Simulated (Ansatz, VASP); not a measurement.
Given: the input of a run of Ansatz 0.2.0 on WC.

input.yaml

```yaml
crystal:
  lattice:
    - [0.0, 2.192684, 2.192684]
    - [2.192684, 0.0, 2.192684]
    - [2.192684, 2.192684, 0.0]
  atoms:
    - { symbol: W, position: [0.0, 0.0, 0.0] }
    - { symbol: C, position: [0.5, 0.5, 0.5] }
hamiltonian:
  xc: rpbe
  pseudopotentials: { kind: paw }
  dispersion: d3bj
kpoints:
  mp_grid: { grid: [10, 10, 10] }
scf:
  occupations: { method: fermi_dirac, width: 0.05 }
output:
  forces: true
  stress: true
  eigenvalues: true
relax:
  f_tol: 0.01
  max_steps: 40
  cell: { stress_tol: 0.05 }
```

Potentials or basis: Ansatz PAW.

The run is started by

```bash
$ ansatz run input.yaml --threads 2 --pin off --max-ram 5632MiB --backend cpu --events-out ev --progress --plain --runs-dir out
```

Q: Translate it to VASP 6.6.1. Potentials there: VASP PAW PBE potentials, release 64 (W_sv, C).

A: As run (the cutoff follows the program's own potentials):

INCAR

```
SYSTEM = WC
PREC = Accurate
ENCUT = 600
EDIFF = 1E-7
ISMEAR = -1
SIGMA = 0.05
LREAL = .FALSE.
LASPH = .TRUE.
NELM = 60
ALGO = Normal
ISIF = 3
LWAVE = .FALSE.
LCHARG = .FALSE.
GGA = RP
IVDW = 12
IBRION = 2
NSW = 60
EDIFFG = -0.01
```

The input KPOINTS:

```
Automatic mesh
0
G
  10 10 10
  0 0 0
```

Contents of POSCAR:

```
WC
1.0
    0.0000000000      2.1926840000      2.1926840000
    2.1926840000      0.0000000000      2.1926840000
    2.1926840000      2.1926840000      0.0000000000
W C
1 1
Direct
    0.0000000000      0.0000000000      0.0000000000
    0.5000000000      0.5000000000      0.5000000000
```

Potentials or basis: VASP PAW PBE potentials, release 64 (W_sv, C).

Launch:

```bash
$ cat potpaw_PBE.64/W_sv/POTCAR potpaw_PBE.64/C/POTCAR > POTCAR
$ mpirun -np 1 vasp_std > vasp.out
```

Both were run:

|  | VASP | Ansatz | Ansatz less VASP |
| --- | --- | --- | --- |
| gap on the k mesh at the Fermi level, each at its own relaxed structure (eV) | none | none | - |
| relaxed volume (Å³/atom) | 9.53 | 9.50 | -0.023 |
| relaxed cell length with the largest relative difference (Å) | 2.998 | 2.996 | -0.0024 |

VASP's potentials were made for PBE, not for RPBE. A gap of «none» marks a metal or a gap that the smearing closes.

Spin-orbit coupling is off throughout. Noted on VASP's run: too few bands were computed for a metal, which touches its energy and stress. Noted on Ansatz's run: the plane-wave basis is chosen anew once the cell has moved, so the energies of steps on either side of that aren't comparable.
